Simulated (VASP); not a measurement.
# Pt (P6/mmm) in VASP: further runs, part 2 of 2

VASP 6.6.1. Earlier steps stand in the parts before.

## 3. Single point, PBE (volume scaled by 0.6)

INCAR reads:

```
SYSTEM = Pt
PREC = Accurate
ENCUT = 520
EDIFF = 1E-6
ISMEAR = -1
SIGMA = 0.08
LREAL = .False.
LASPH = .True.
NELM = 60
ALGO = Normal
ISIF = 2
LWAVE = .False.
LCHARG = .False.
GGA = PE
NBANDS = 11
```

KPOINTS reads:

```
regular mesh
0
Gamma
  16 16 15
  0 0 0
```

POSCAR reads:

```
Pt
1.0
    2.2934780562      0.0000000000      0.0000000000
   -1.1467390281      1.9862102597      0.0000000000
    0.0000000000      0.0000000000      2.2176488620
Pt
1
Direct
    0.0000000000      0.0000000000      0.0000000000
```

Potentials or basis: VASP PAW PBE potentials, release 64 (Pt).

Started as:

```bash
$ cat potpaw_PBE.64/Pt/POTCAR > POTCAR
$ mpirun -np 1 vasp_std > vasp.out
```

OUTCAR:

```text
SYSTEM = Pt
   PREC = Accurate
   ENCUT = 520
   EDIFF = 1E-6
   ISMEAR = -1
   LREAL = .False.
   LASPH = .True.
   NELM = 60
   ISIF = 2
   GGA = PE

 ion  position               nearest neighbor table
   1  0.000  0.000  0.000-

  LATTYP: Found a hexagonal cell.
 ALAT       =     2.2934780562
 C/A-ratio  =     0.9669370309

  Lattice vectors:

 A1 = (   2.2934780562,   0.0000000000,   0.0000000000)
 A2 = (  -1.1467390281,   1.9862102597,   0.0000000000)
 A3 = (   0.0000000000,   0.0000000000,   2.2176488620)
[... 508 lines left out ...]
      3      12.9155      2.00000
      4      17.1454      2.00000
      5      19.8335      1.99998
      6      22.6075      0.00000
      7      32.6112      0.00000
      8      34.8544      0.00000
      9      41.8741      0.00000
     10      48.2704      0.00000
     11      49.6401      0.00000

 [... further k-points ...]
[... 5 lines left out ...]
  --------------------------------------------------------------------------------------
  -------------------------------------------------------------------------------------
  Total       26.1776494     26.1776494     25.8806298      0.0000000     -0.0000000      0.0000000
  in kB     4151.7255567   4151.7255568   4104.6188046      0.0000000     -0.0000000      0.0000000
  external PRESSURE =    4136.0233060 kB  Pullay stress =       0.0000000 kB

 VOLUME and BASIS-vectors are now :
 -----------------------------------------------------------------------------
  energy-cutoff  :      520.00
  volume of cell :       10.10
      direct lattice vectors                 reciprocal lattice vectors
     2.293478056  0.000000000  0.000000000     0.436018996  0.251735685  0.000000000
    -1.146739028  1.986210260  0.000000000     0.000000000  0.503471370  0.000000000
     0.000000000  0.000000000  2.217648862     0.000000000  0.000000000  0.450928015

 POSITION                                       TOTAL-FORCE (eV/Angst)
 -----------------------------------------------------------------------------------
      0.00000      0.00000      0.00000        -0.000000      0.000000      0.000000
 -----------------------------------------------------------------------------------
    total drift:                                0.000000      0.000000      0.000000

  FREE ENERGIE OF THE ION-ELECTRON SYSTEM (eV)
  ---------------------------------------------------
  free  energy   TOTEN  =        -0.7823709834 eV

  energy  without entropy=       -0.7716246771  energy(sigma->0) =       -0.77699783
```

OSZICAR:

```text
N       E                     dE             d eps       ncg     rms          rms(c)
DAV:   1     0.492369838106E+02    0.49237E+02   -0.57235E+03  5296   0.892E+02
DAV:   2    -0.625627179061E+00   -0.49863E+02   -0.48207E+02  6151   0.203E+02
DAV:   3    -0.121838799350E+01   -0.59276E+00   -0.59222E+00  6449   0.209E+01
DAV:   4    -0.122023688671E+01   -0.18489E-02   -0.18487E-02  6459   0.133E+00
DAV:   5    -0.122024618032E+01   -0.92936E-05   -0.92943E-05  6789   0.820E-02    0.407E+01
DAV:   6    -0.929609339757E+00    0.29064E+00   -0.89981E-02  6438   0.247E+00    0.239E+01
DAV:   7    -0.783867682402E+00    0.14574E+00   -0.10280E-01  6507   0.256E+00    0.943E-01
DAV:   8    -0.782411370198E+00    0.14563E-02   -0.82809E-03  6111   0.883E-01    0.174E-01
DAV:   9    -0.782367484781E+00    0.43885E-04   -0.93800E-05  6850   0.939E-02    0.200E-02
DAV:  10    -0.782371784630E+00   -0.42998E-05   -0.49710E-06  7341   0.185E-02    0.394E-03
DAV:  11    -0.782370983400E+00    0.80123E-06   -0.13682E-07  4298   0.324E-03
   1 F= -.78237098E+00 E0= -.77699783E+00  d E =-.107463E-01
```

stdout:

```text
POSCAR found type information on POSCAR Pt
 POSCAR found :  1 types and       1 ions
 scaLAPACK will be used
 LDA part: xc-table for (Slater+PW92), standard interpolation
 POSCAR, INCAR and KPOINTS ok, starting setup
 FFT: planning ... GRIDC
 FFT: planning ... GRID_SOFT
 FFT: planning ... GRID
 WAVECAR not read
 entering main loop
```

Run time: 31 s. Hardware: 1 thread of Intel Xeon 8259CL, shared host; peak memory 0.14 GiB.

What came out:

| Property | Result |
| --- | --- |
| Free energy | -0.7824 eV |
| Pressure | 413.6 GPa |
| Band gap on the k mesh | zero (band 5 reaches 24.21 eV, above the bottom of band 6 at 17.21 eV) |

Levels at points of the mesh, in eV from the Fermi level:
```csv
k point,band 1,band 2,band 3,band 4,band 5,band 6,band 7,band 8,band 9,band 10
"(0.00, 0.00, 0.00)",-15.15,-12.14,-7.16,-7.16,1.11,1.11,12.95,16.59,25.20,25.20
"(0.50, 0.00, 0.00)",-13.19,-9.97,-4.66,-1.80,-0.17,1.91,10.55,15.36,17.71,24.02
```

Caveat: the cell differs from its parent crystal (volume scaled by 0.6); spin-orbit coupling is left out, which moves the levels of the heavy elements.

## 4. Single point, PBE (volume scaled by 0.6)

INCAR reads:

```
PREC = Accurate ; ENCUT = 520
EDIFF = 1E-6 ; ISMEAR = -1
SIGMA = 0.08 ; LREAL = F
LASPH = T ; NELM = 80
ALGO = Normal ; ISIF = 2
LWAVE = F ; LCHARG = F
GGA = PE ; NBANDS = 11
```

KPOINTS reads:

```
regular mesh
0
Gamma
  16 16 15
```

POSCAR is that of step 3.

Potentials or basis: VASP PAW PBE potentials, release 64 (Pt).

Started as:

```bash
$ cat potpaw_PBE.64/Pt/POTCAR > POTCAR
$ mpirun -np 1 vasp_std > vasp.out
```

OUTCAR:

```text
PREC = Accurate
   ENCUT = 520
   EDIFF = 1E-6
   ISMEAR = -1
   LREAL = F
   LASPH = T
   NELM = 80
   ISIF = 2
   GGA = PE

 ion  position               nearest neighbor table
   1  0.000  0.000  0.000-

  LATTYP: Found a hexagonal cell.
 ALAT       =     2.2934780562
 C/A-ratio  =     0.9669370309

  Lattice vectors:

 A1 = (   2.2934780562,   0.0000000000,   0.0000000000)
 A2 = (  -1.1467390281,   1.9862102597,   0.0000000000)
 A3 = (   0.0000000000,   0.0000000000,   2.2176488620)

Analysis of symmetry for initial positions (statically):
=====================================================================
 Subroutine PRICEL returns:
 Original cell was already a primitive cell.

 Routine SETGRP: Setting up the symmetry group for a
 hexagonal supercell.

 Subroutine GETGRP returns: Found 24 space group operations
 (whereof 24 operations were pure point group operations)
 out of a pool of 24 trial point group operations.

The static configuration has the point symmetry D_6h.

Analysis of symmetry for dynamics (positions and initial velocities):
=====================================================================
[... 161 lines left out ...]
 cond. band min:      20.7546904908   @ k =   0.3750  -0.0000   0.0000
 fundamental gap:      0.0107097181
 Fermi energy:        20.7518381790

 k-point     1 :       0.0000    0.0000    0.0000
  band No.  band energies     occupation
      1       5.6025      2.00000
      2       8.6079      2.00000
      3      13.5950      2.00000
      4      13.5950      2.00000
      5      21.8615      0.00000
      6      21.8615      0.00000
      7      33.7012      0.00000
      8      37.3430      0.00000
      9      45.9477      0.00000
     10      45.9477      0.00000
     11      49.3317      0.00000
[... 309 lines left out ...]
 k-point    24 :       0.2500    0.1875    0.0000
  band No.  band energies     occupation
      1      10.1820      2.00000
      2      10.5341      2.00000
      3      12.9155      2.00000
      4      17.1454      2.00000
      5      19.8335      1.99998
      6      22.6075      0.00000
      7      32.6112      0.00000
      8      34.8544      0.00000
      9      41.8741      0.00000
     10      48.2704      0.00000
     11      49.6401      0.00000

 [... further k-points ...]
[... 5 lines left out ...]
  --------------------------------------------------------------------------------------
  -------------------------------------------------------------------------------------
  Total       26.1776494     26.1776494     25.8806298      0.0000000     -0.0000000      0.0000000
  in kB     4151.7255567   4151.7255568   4104.6188046      0.0000000     -0.0000000      0.0000000
  external PRESSURE =    4136.0233060 kB  Pullay stress =       0.0000000 kB

 VOLUME and BASIS-vectors are now :
 -----------------------------------------------------------------------------
  energy-cutoff  :      520.00
  volume of cell :       10.10
      direct lattice vectors                 reciprocal lattice vectors
     2.293478056  0.000000000  0.000000000     0.436018996  0.251735685  0.000000000
    -1.146739028  1.986210260  0.000000000     0.000000000  0.503471370  0.000000000
     0.000000000  0.000000000  2.217648862     0.000000000  0.000000000  0.450928015

 POSITION                                       TOTAL-FORCE (eV/Angst)
 -----------------------------------------------------------------------------------
      0.00000      0.00000      0.00000        -0.000000      0.000000      0.000000
 -----------------------------------------------------------------------------------
    total drift:                                0.000000      0.000000      0.000000

  FREE ENERGIE OF THE ION-ELECTRON SYSTEM (eV)
  ---------------------------------------------------
  free  energy   TOTEN  =        -0.7823709834 eV

  energy  without entropy=       -0.7716246771  energy(sigma->0) =       -0.77699783
```

OSZICAR:

```text
N       E                     dE             d eps       ncg     rms          rms(c)
DAV:   1     0.492369838106E+02    0.49237E+02   -0.57235E+03  5296   0.892E+02
DAV:   2    -0.625627179061E+00   -0.49863E+02   -0.48207E+02  6151   0.203E+02
DAV:   3    -0.121838799350E+01   -0.59276E+00   -0.59222E+00  6449   0.209E+01
DAV:   4    -0.122023688671E+01   -0.18489E-02   -0.18487E-02  6459   0.133E+00
DAV:   5    -0.122024618032E+01   -0.92936E-05   -0.92943E-05  6789   0.820E-02    0.407E+01
DAV:   6    -0.929609339757E+00    0.29064E+00   -0.89981E-02  6438   0.247E+00    0.239E+01
DAV:   7    -0.783867682402E+00    0.14574E+00   -0.10280E-01  6507   0.256E+00    0.943E-01
DAV:   8    -0.782411370198E+00    0.14563E-02   -0.82809E-03  6111   0.883E-01    0.174E-01
DAV:   9    -0.782367484781E+00    0.43885E-04   -0.93800E-05  6850   0.939E-02    0.200E-02
DAV:  10    -0.782371784630E+00   -0.42998E-05   -0.49710E-06  7341   0.185E-02    0.394E-03
DAV:  11    -0.782370983400E+00    0.80123E-06   -0.13682E-07  4298   0.324E-03
   1 F= -.78237098E+00 E0= -.77699783E+00  d E =-.107463E-01
```

It took 30 s on 1 thread of Intel Xeon 8259CL, shared host; peak memory 0.14 GiB.

What came out:

| Quantity | Value |
| --- | --- |
| Free energy | -0.7824 eV |
| Pressure | 413.6 GPa |
| Band gap on the k mesh | zero (band 5 reaches 24.21 eV, above the bottom of band 6 at 17.21 eV) |

Levels at points of the mesh, in eV from the Fermi level:
```csv
k point,band 3,band 4,band 5,band 6,band 7,band 8
"(0.00, 0.00, 0.00)",-7.16,-7.16,1.11,1.11,12.95,16.59
"(0.50, 0.00, 0.00)",-4.66,-1.80,-0.17,1.91,10.55,15.36
```

Caveat: the cell differs from its parent crystal (volume scaled by 0.6); spin-orbit coupling is left out, which moves the levels of the heavy elements.

## 5. Single point, PBE

This run uses another cell than the first one, of 11.45 Å³/atom, 1.133 times its volume.

INCAR reads:

```
  PREC = Accurate
  ENCUT = 520
  EDIFF = 1E-6
  ISMEAR = -1
  SIGMA = 0.08
  LREAL = False
  LASPH = True
  NELM = 60
  ALGO = Normal
  ISIF = 2
  LWAVE = False
  LCHARG = False
  GGA = PE
  NBANDS = 11
```

KPOINTS is that of step 4.

POSCAR reads:

```
Pt
1.0
    2.3873730274      0.0000000000      0.0000000000
   -1.1936865137      2.0675256900      0.0000000000
    0.0000000000      0.0000000000      2.3195249953
Pt
1
Direct
    0.0000000000      0.0000000000      0.0000000000
```

Started as:

```bash
$ cat potpaw_PBE.64/Pt/POTCAR > POTCAR
$ mpirun -np 1 vasp_std > vasp.out
```

It took 40 s on 1 thread of Intel Xeon 8259CL, shared host; peak memory 0.14 GiB.

Results (log left out):

```yaml
Free_energy: -3.4084 eV
Pressure: 228.3 GPa
Band_gap_on_the_k_mesh: zero (band 5 reaches 20.21 eV, above the bottom of band 6 at 14.51 eV)
```

Stress tensor (GPa, compression positive):
```
228.75   0.00   0.00
  0.00 228.75   0.00
  0.00   0.00 227.31
```

Levels at points of the mesh, in eV from the Fermi level:
```csv
k point,band 2,band 3,band 4,band 5,band 6,band 7,band 8,band 9
"(0.00, 0.00, 0.00)",-10.16,-5.93,-5.93,0.85,0.85,13.97,16.01,24.35
"(0.50, 0.00, 0.00)",-8.41,-3.85,-1.33,-0.19,1.55,9.10,14.99,17.85
```

Caveat: spin-orbit coupling is left out, which moves the levels of the heavy elements.
